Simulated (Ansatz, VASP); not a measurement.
# BaTiO3: VASP beside Ansatz

Contents of INCAR:

```
PREC = Accurate ; ENCUT = 520
EDIFF = 1E-7 ; ISMEAR = -1
SIGMA = 0.05 ; LREAL = F
LASPH = T ; NELM = 60
ALGO = Normal ; ISIF = 2
LWAVE = F ; LCHARG = T
GGA = PE ; LELF = T
LVHAR = T ; NBANDS = 28
```

The input KPOINTS:

```
Automatic mesh
0
Gamma
  7 7 7
```

Contents of POSCAR:

```
BaTiO3
1.0
    2.8648785872      1.6540384201      2.3482315762
   -2.8648785872      1.6540384201      2.3482315762
    0.0000000000     -3.3080768402      2.3482315762
Ba Ti O
1 1 3
Direct
    0.0334731600      0.9884685300      0.0018377600
    0.5061032600      0.5274847800      0.5372321600
    0.4862471500      0.4971470800      0.9711514600
    0.4740898700      0.9864150100      0.4720123700
    0.9787865600      0.4791845900      0.4964662400
```

input.yaml

```yaml
crystal:
  lattice:
    - [2.8648785872, 1.6540384201, 2.3482315762]
    - [-2.8648785872, 1.6540384201, 2.3482315762]
    - [0.0, -3.3080768402, 2.3482315762]
  atoms:
    - { symbol: Ba, position: [0.03347316, 0.98846853, 0.00183776] }
    - { symbol: Ti, position: [0.50610326, 0.52748478, 0.53723216] }
    - { symbol: O, position: [0.48624715, 0.49714708, 0.97115146] }
    - { symbol: O, position: [0.47408987, 0.98641501, 0.47201237] }
    - { symbol: O, position: [0.97878656, 0.47918459, 0.49646624] }
kpoints:
  mp_grid: { grid: [7, 7, 7] }
scf:
  occupations: { method: fermi_dirac, width: 0.05 }
hamiltonian:
  xc: pbe
  pseudopotentials: { kind: all_electron, lapw: { basis_error: 0.001 } }
output:
  forces: true
  stress: true
  eigenvalues: true
```

Change from the starting cell: volume scaled by 1.04.

Alike in both runs: task single point; functional PBE; k mesh 7 × 7 × 7; occupations fermi-dirac, width 0.05 eV; no spin polarisation.

```csv
,VASP,Ansatz
version,VASP 6.6.1,Ansatz 0.2.0
potentials or method,"VASP PAW PBE potentials, release 64 (Ba_sv, Ti_sv, O), cutoff 520 eV","all-electron LAPW, scalar-relativistic"
```

Ansatz gave:

| Item | Value |
| --- | --- |
| gap on the k mesh at the Fermi level (eV) | 2.66 |
| least direct gap on the mesh (eV) | 3.21 |
| pressure (GPa) | 2.6 |
| traceless stress, the component that is largest in VASP (GPa) | -3.85 |
| rms of the force components (eV/Å) | 0.582 |

Question: Estimate VASP's values.

Answer: gap on the k mesh at the Fermi level (eV): 2.64; least direct gap on the mesh (eV): 3.20; pressure (GPa): 4.2; traceless stress, the component that is largest in VASP (GPa): -4.05; rms of the force components (eV/Å): 0.632.

Atom by atom the forces differ by 0.063 eV/Å (rms over components). Ansatz ran all-electron here, and VASP with PAW potentials.

Neither program's run includes spin-orbit coupling.
